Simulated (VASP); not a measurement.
A run of VASP 6.6.1 is set up as follows.

File INCAR:

```
SYSTEM = MoS2
  PREC = Accurate
  ENCUT = 600
  EDIFF = 1E-6
  ISMEAR = 0
  SIGMA = 0.02
  LREAL = .FALSE.
  LASPH = .TRUE.
  NELM = 100
  ALGO = Normal
  ISIF = 3
  LWAVE = .FALSE.
  LCHARG = .FALSE.
  GGA = PE
  IBRION = 2
  NSW = 70
  EDIFFG = -0.005
```

KPOINTS

```
regular mesh
0
G
  12 12 4
  0 0 0
```

POSCAR

```
MoS2
1.0
    3.1491697115      0.0000000000      0.0000000000
   -1.5745848558      2.7272609710      0.0000000000
    0.0000000000      0.0000000000     12.0898517008
Mo S
2 4
Direct
    0.3333333333      0.6666666667      0.2500000000
    0.6666666667      0.3333333333      0.7500000000
    0.3333333333      0.6666666667      0.6204901692
    0.6666666667      0.3333333333      0.1204901692
    0.3333333333      0.6666666667      0.8795098308
    0.6666666667      0.3333333333      0.3795098308
```

Potentials or basis: VASP PAW PBE potentials, release 64 (Mo_sv, S).

The run is started by

```console
$ cat potpaw_PBE.64/Mo_sv/POTCAR potpaw_PBE.64/S/POTCAR > POTCAR
$ mpirun -np 1 vasp_std > vasp.out
```

Problem. What does it give for the band gap on the k mesh?

Solution. 1.38 eV, indirect (least direct gap 1.66 eV).

Problem. Predict the relaxed cell.

Solution. a = 3.185 Å, b = 3.185 Å, c = 14.171 Å, α = 90.00°, β = 90.00°, γ = 120.00°.

Final structure:
```yaml
crystal:
  lattice:
    - [3.18458, 0.00000, 0.00000]
    - [-1.59229, 2.75793, 0.00000]
    - [0.00000, 0.00000, 14.17083]
  atoms:
    - { symbol: Mo, position: [0.33333, 0.66667, 0.25000] }
    - { symbol: Mo, position: [0.66667, 0.33333, 0.75000] }
    - { symbol: S, position: [0.33333, 0.66667, 0.63976] }
    - { symbol: S, position: [0.66667, 0.33333, 0.13976] }
    - { symbol: S, position: [0.33333, 0.66667, 0.86024] }
    - { symbol: S, position: [0.66667, 0.33333, 0.36024] }
```

 Zero-point motion and thermal expansion aren't in these numbers.
